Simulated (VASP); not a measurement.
# MnSn3 (Fm-3m) in VASP: single point with PBE

Aim: the single point of MnSn3 with PBE.

All numbers are computed with VASP 6.6.1; they aren't measurements. Logs are shortened: lines on timing, memory, paths and dates and some standing lists are left out, and cuts for length are marked.

## (1) The cell of the first run

It takes space group Fm-3m (No. 225, cubic). The conventional cell has a = 6.811 Å, b = 6.811 Å, c = 6.811 Å, α = 90.00°, β = 90.00°, γ = 90.00°. Sn (site symmetry -43m) has 10 Sn at 2.95 to 3.41 Å and 4 Mn at 2.95 Å within 3.9 Å. Within 3.9 Å of Sn (site symmetry m-3m) lie 8 Sn at 2.95 Å and 6 Mn at 3.41 Å. Within 3.9 Å of Mn (site symmetry m-3m) lie 14 Sn at 2.95 to 3.41 Å.

## (2) Single point, PBE, collinear spin, ferromagnetic start

The input, INCAR:

```
SYSTEM = MnSn3
PREC     = Accurate       ! precision mode
ENCUT    = 520            ! plane-wave cutoff, eV
EDIFF    = 1E-6           ! SCF threshold, eV
ISMEAR   = 0              ! smearing method
SIGMA    = 0.1            ! smearing width, eV
LREAL    = .False.        ! projectors in reciprocal space
LASPH    = .True.         ! aspherical terms in the spheres
NELM     = 150            ! most SCF steps
ALGO     = Normal         ! electronic algorithm
ISIF     = 2              ! what is computed and relaxed
LWAVE    = .False.        ! write WAVECAR
LCHARG   = .False.        ! write CHGCAR
ISPIN    = 2              ! spin polarisation
MAGMOM   = 0 0 0 4        ! initial moments
LORBIT   = 11             ! projections on sites
LMAXMIX  = 4              ! l up to which the mixer works
GGA      = PE             ! functional
NBANDS   = 40             ! bands
```

The input, KPOINTS:

```
regular mesh
0
Gamma
  10 10 10
  0 0 0
```

The input, POSCAR:

```
MnSn3
1.0
    0.0000000000      3.4054810063      3.4054810063
    3.4054810063      0.0000000000      3.4054810063
    3.4054810063      3.4054810063      0.0000000000
Sn Mn
3 1
Direct
    0.2500000000      0.2500000000      0.2500000000
    0.7500000000      0.7500000000      0.7500000000
    0.5000000000      0.5000000000      0.5000000000
    0.0000000000      0.0000000000      0.0000000000
```

Potentials or basis: VASP PAW PBE potentials, release 64 (Sn_d, Mn_pv).

Launch:

```bash
cat potpaw_PBE.64/Sn_d/POTCAR potpaw_PBE.64/Mn_pv/POTCAR > POTCAR
mpirun -np 1 vasp_std > vasp.out
```

OUTCAR:

```text
SYSTEM = MnSn3
   PREC = Accurate
   ENCUT = 520
   EDIFF = 1E-6
   ISMEAR = 0
   LREAL = .False.
   LASPH = .True.
   NELM = 150
   ISIF = 2
   ISPIN = 2
   LORBIT = 11
   GGA = PE

 ion  position               nearest neighbor table
   1  0.250  0.250  0.250-   4 2.95   4 2.95   4 2.95   3 2.95   4 2.95   3 2.95   3 2.95   3 2.95
                             2 3.41   2 3.41   2 3.41   2 3.41   2 3.41   2 3.41
   2  0.750  0.750  0.750-   3 2.95   3 2.95   3 2.95   3 2.95   4 2.95   4 2.95   4 2.95   4 2.95
                             1 3.41   1 3.41   1 3.41   1 3.41   1 3.41   1 3.41
   3  0.500  0.500  0.500-   1 2.95   1 2.95   1 2.95   1 2.95   2 2.95   2 2.95   2 2.95   2 2.95
                             4 3.41   4 3.41   4 3.41   4 3.41   4 3.41   4 3.41
   4  0.000  0.000  0.000-   2 2.95   2 2.95   2 2.95   1 2.95   2 2.95   1 2.95   1 2.95   1 2.95
                             3 3.41   3 3.41   3 3.41   3 3.41   3 3.41   3 3.41

  LATTYP: Found a face centered cubic cell.
 ALAT       =     6.8109620126

  Lattice vectors:

 A1 = (   0.0000000000,   3.4054810063,   3.4054810063)
 A2 = (   3.4054810063,   0.0000000000,   3.4054810063)
 A3 = (   3.4054810063,   3.4054810063,   0.0000000000)

Analysis of symmetry for initial positions (statically):
=====================================================================
 Subroutine PRICEL returns:
 Original cell was already a primitive cell.

 Routine SETGRP: Setting up the symmetry group for a
 face centered cubic supercell.

 Subroutine GETGRP returns: Found 48 space group operations
 (whereof 48 operations were pure point group operations)
 out of a pool of 48 trial point group operations.

The static configuration has the point symmetry O_h .

Analysis of symmetry for dynamics (positions and initial velocities):
=====================================================================
 Subroutine PRICEL returns:
 Original cell was already a primitive cell.

 Routine SETGRP: Setting up the symmetry group for a
 face centered cubic supercell.

 Subroutine GETGRP returns: Found 48 space group operations
 (whereof 48 operations were pure point group operations)
 out of a pool of 48 trial point group operations.

The dynamic configuration has the point symmetry O_h .

Analysis of structural, dynamic, and magnetic symmetry:
=====================================================================
 Subroutine PRICEL returns:
 Original cell was already a primitive cell.

 Routine SETGRP: Setting up the symmetry group for a
 face centered cubic supercell.

 Subroutine GETGRP returns: Found 48 space group operations
 (whereof 48 operations were pure point group operations)
 out of a pool of 48 trial point group operations.

The overall configuration has the point symmetry O_h .

 Subroutine INISYM returns: Found 48 space group operations
 (whereof 48 operations are pure point group operations),
 and found     1 'primitive' translations

----------------------------------------------------------------------------------------

                                     Primitive cell

  volume of cell :      78.9888

  direct lattice vectors                    reciprocal lattice vectors
     0.000000000  3.405481006  3.405481006    -0.146822137  0.146822137  0.146822137
     3.405481006  0.000000000  3.405481006     0.146822137 -0.146822137  0.146822137
     3.405481006  3.405481006  0.000000000     0.146822137  0.146822137 -0.146822137

  length of vectors
     4.816077426  4.816077426  4.816077426     0.254303402  0.254303402  0.254303402

  position of ions in fractional coordinates (direct lattice)
     0.250000000  0.250000000  0.250000000
     0.750000000  0.750000000  0.750000000
     0.500000000  0.500000000  0.500000000
     0.000000000  0.000000000  0.000000000

  ion indices of the primitive-cell ions
   primitive index   ion index
                 1           1
                 2           2
                 3           3
                 4           4

----------------------------------------------------------------------------------------

 KPOINTS: regular mesh

Automatic generation of k-mesh.
 Grid dimensions read from file:
 generate k-points for:   10   10   10

 Generating k-lattice:

[... 21 lines left out ...]
  0.300000  0.000000  0.000000      8.000000
  0.400000  0.000000  0.000000      8.000000
  0.500000  0.000000  0.000000      4.000000
[... 16 lines left out ...]
  0.300000  0.300000  0.000000      6.000000
  0.400000  0.300000  0.000000     24.000000
 [... further k-points ...]
   k-points           NKPTS =     47   k-points in BZ     NKDIM =     47   number of bands    NBANDS=     40
   number of dos      NEDOS =    301   number of ions     NIONS =      4
   total plane-waves  NPLWV =  46656
   dimension x,y,z NGX =    36 NGY =   36 NGZ =   36
   dimension x,y,z NGXF=    72 NGYF=   72 NGZF=   72
   ions per type =               3   1
   NGX,Y,Z   is equivalent  to a cutoff of  12.43, 12.43, 12.43 a.u.
   NGXF,Y,Z  is equivalent  to a cutoff of  24.85, 24.85, 24.85 a.u.
 SYSTEM =  MnSn3
   PREC   = accura    normal or accurate (medium, high low for compatibility)
   ISTART =      0    job   : 0-new  1-cont  2-samecut
   ICHARG =      2    charge: 1-file 2-atom 10-const
   ISPIN  =      2    spin polarized calculation?
   LNONCOLLINEAR =      F non collinear calculations
   LSORBIT =      F    spin-orbit coupling
   LASPH  =      T    aspherical Exc in radial PAW
   ENCUT  =  520.0 eV  38.22 Ry    6.18 a.u.   8.95  8.95  8.95*2*pi/ulx,y,z
   NELM   =    150;   NELMIN=  2; NELMDL= -5     # of ELM steps
   EDIFF  = 0.1E-05   stopping-criterion for ELM
   LREAL  =      F    real-space projection
   EDIFFG = 0.1E-04   stopping-criterion for IOM
   NSW    =      0    number of steps for IOM
   IBRION =     -1    ionic relax: 0-MD 1-quasi-New 2-CG
   NFREE  =      0    steps in history (QN), initial steepest desc. (CG)
   ISIF   =      2    stress and relaxation
   ISYM   =      2    0-nonsym 1-usesym 2-fastsym
   POTIM  = 0.5000    time-step for ionic-motion
   TEBEG  =    0.0;   TEEND  =   0.0 temperature during run
   PSTRESS=    0.0 pullay stress
   NELECT =      55.0000    total number of electrons
   NUPDOWN=      -1.0000    fix difference up-down
   EMIN   =  10.00;   EMAX   =-10.00  energy-range for DOS
   EFERMI =   0.00;   METHOD = LEGACY
   ISMEAR =     0;   SIGMA  =   0.10  broadening in eV -4-tet -1-fermi 0-gaus
   EFERMI_NEDOS =   21; number of points for ismear=-14 and -15
   IALGO  =     38    algorithm
   IMIX   =      4    mixing-type and parameters
     AMIX     =   0.40;   BMIX     =  1.00
     AMIX_MAG =   1.60;   BMIX_MAG =  1.00
  volume/ion in A,a.u.               =      19.75       133.26
  Fermi-wavevector in a.u.,A,eV,Ry     =   1.451022  2.742034 28.646580  2.105464
  Thomas-Fermi vector in A             =   2.568567
   LORBIT       =     11    0 simple, 1 ext, 2 COOP (PROOUT), +10 PAW based schemes
   GGA     = PE    functional components
   LHFCALC =     F    Hartree Fock is set to
   AEXX    =    0.0000 exact exchange contribution
   IVDW    =     0    specifies the selected vdW correction
   LEPSILON=     F    determine dielectric tensor
   LRPA    =     F    only Hartree local field effects (RPA)
 spin polarized calculation
 Gauss-broadening in eV      SIGMA  =   0.10
  energy-cutoff  :      520.00
  volume of cell :       78.99
 maximum number of plane-waves:      2154
   NGX = 17   NGY = 17   NGZ = 17

 number of electron      54.9999997 magnetization       3.3337307

 Free energy of the ion-electron system (eV)
  ---------------------------------------------------
  ext. energy  EPLUGINS =         0.00000000
  ---------------------------------------------------
  free energy    TOTEN  =       -18.26987207 eV

  energy without entropy =      -18.25280476  energy(sigma->0) =      -18.26133842

 E-fermi :  10.7143     XC(G=0): -11.6303

 val. band max:       10.7110374059   @ k =   0.5000   0.5000   0.0000
 cond. band min:      10.7205853751   @ k =   0.4000   0.1000   0.0000
 fundamental gap:      0.0095479693
 Fermi energy:        10.7142571122

 spin component 1

 k-point     1 :       0.0000    0.0000    0.0000
  band No.  band energies     occupation
      1     -38.9550      1.00000
      2     -38.9550      1.00000
      3     -38.9550      1.00000
      4     -11.1741      1.00000
      5     -11.1741      1.00000
      6     -11.1741      1.00000
[... 997 lines left out ...]
     38      17.8077      0.00000
     39      18.3286      0.00000

 [... further k-points ...]

 spin component 2

 k-point     1 :       0.0000    0.0000    0.0000
  band No.  band energies     occupation
      1     -35.4405      1.00000
      2     -35.4405      1.00000
      3     -35.4405      1.00000
      4     -11.1781      1.00000
      5     -11.1781      1.00000
      6     -11.1781      1.00000
[... 997 lines left out ...]
     38      18.1269      0.00000
     39      18.9453      0.00000

 [... further k-points ...]

 [bands above 39 left out]

------------------------ aborting loop because EDIFF is reached ----------------------------------------

  FORCE on cell =-STRESS in cart. coord.  units (eV):
  Direction    XX          YY          ZZ          XY          YZ          ZX
  --------------------------------------------------------------------------------------
  -------------------------------------------------------------------------------------
  Total        8.8008112      8.8008112      8.8008112      0.0000000      0.0000000      0.0000000
  in kB      178.5122004    178.5122004    178.5122004      0.0000000      0.0000000      0.0000000
  external PRESSURE =     178.5122004 kB  Pullay stress =       0.0000000 kB

 VOLUME and BASIS-vectors are now :
 -----------------------------------------------------------------------------
  energy-cutoff  :      520.00
  volume of cell :       78.99
      direct lattice vectors                 reciprocal lattice vectors
     0.000000000  3.405481006  3.405481006    -0.146822137  0.146822137  0.146822137
     3.405481006  0.000000000  3.405481006     0.146822137 -0.146822137  0.146822137
     3.405481006  3.405481006  0.000000000     0.146822137  0.146822137 -0.146822137

 POSITION                                       TOTAL-FORCE (eV/Angst)
 -----------------------------------------------------------------------------------
      1.70274      1.70274      1.70274         0.000000      0.000000      0.000000
      5.10822      5.10822      5.10822        -0.000000     -0.000000     -0.000000
      3.40548      3.40548      3.40548         0.000000     -0.000000     -0.000000
      0.00000      0.00000      0.00000         0.000000     -0.000000     -0.000000
 -----------------------------------------------------------------------------------
    total drift:                                0.000000      0.000000      0.000000

  FREE ENERGIE OF THE ION-ELECTRON SYSTEM (eV)
  ---------------------------------------------------
  free  energy   TOTEN  =       -18.2698720721 eV

  energy  without entropy=      -18.2528047622  energy(sigma->0) =      -18.26133842

 total charge

# of ion       s       p       d       tot
------------------------------------------
    1        1.249   1.120  10.033  12.402
    2        1.249   1.120  10.033  12.402
    3        1.294   1.071  10.052  12.418
    4        0.286   6.161   5.072  11.519
--------------------------------------------------
tot          4.078   9.473  35.190  48.741

 magnetization (x)

# of ion       s       p       d       tot
------------------------------------------
    1        0.012  -0.090   0.001  -0.077
    2        0.012  -0.090   0.001  -0.077
    3       -0.004   0.009  -0.006  -0.001
    4        0.025   0.028   3.306   3.359
--------------------------------------------------
tot          0.045  -0.144   3.303   3.203
```

Wall time 6.7 min (1 thread of AMD EPYC 7R43 (Zen 3), shared host); peak memory 0.34 GiB.

Results:

```
Free energy                                           : -18.2699 eV
Pressure                                              : 17.9 GPa
Net moment                                            : 3.33 μB per cell
Site moments                                          : Sn -0.08, -0.00 (each value once); Mn +3.36 μB
Valence electrons inside the program's atomic spheres : Sn 12.40, 12.42 (each value once); Mn 11.52
```

Levels at points of the mesh, in eV from the Fermi level:
Spin up:
```csv
k point,band 27,band 28,band 29,band 30,band 31,band 32
"(0.00, 0.00, 0.00)",-1.34,-1.34,-1.34,0.35,0.35,0.35
"(0.50, 0.00, 0.00)",-1.49,-1.49,-0.79,-0.79,-0.33,3.72
"(0.50, 0.50, 0.00)",-2.41,-2.02,-1.27,4.32,4.32,4.58
```
Spin down:
```tsv
k point	band 24	band 25	band 26	band 27	band 28	band 29
(0.00, 0.00, 0.00)	-2.24	-1.33	-1.33	-1.33	0.37	0.37
(0.50, 0.00, 0.00)	-1.73	-1.43	-1.43	0.13	0.13	1.68
(0.50, 0.50, 0.00)	-2.77	0.00	0.00	0.68	1.25	1.45
```

Caveat: the cell stands under pressure; spin-orbit coupling is left out, which moves the levels of the heavy elements.
